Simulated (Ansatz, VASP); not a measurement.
**Hf in VASP and in Ansatz**

```
CELL_PARAMETERS angstrom
3.21415 -0.19161 0.01966
-1.77302 2.68774 0.01968
0.03111 0.05392 5.29572
ATOMIC_POSITIONS crystal
Hf 0.32792 0.67208 0.25000
Hf 0.67208 0.32792 0.75000
```

Alike in both runs: task single point; functional PBE; k mesh 14 × 14 × 8; occupations gaussian, width 0.1 eV; no spin polarisation.

```csv
,VASP,Ansatz
version,VASP 6.6.1,Ansatz 0.2.0
potentials or method,"VASP PAW PBE potentials, release 64 (Hf_pv), cutoff 520 eV","scalar-relativistic, plane waves, PAW"
valence electrons in the cell,20,52
```

|  | VASP | Ansatz | Ansatz less VASP |
| --- | --- | --- | --- |
| gap on the k mesh at the Fermi level (eV) | none | none | - |
| pressure (GPa) | 3.0 | 3.3 | +0.39 |
| traceless stress, the component that is largest in VASP (GPa) | 9.23 | 9.25 | +0.011 |
| rms of the force components (eV/Å) | 0.171 | 0.172 | +0.0016 |

Atom by atom the forces differ by 0.002 eV/Å (rms over components). A gap of «none» marks a metal or a gap that the smearing closes. The functional is the same, so the differences come from potentials, cutoffs and numerics. VASP's potentials hold 20 valence electrons a cell and Ansatz's 52, so a difference there can come from the potentials and not from the codes. Ansatz's warnings: near symmetry operations not taken.

Neither program's run includes spin-orbit coupling.
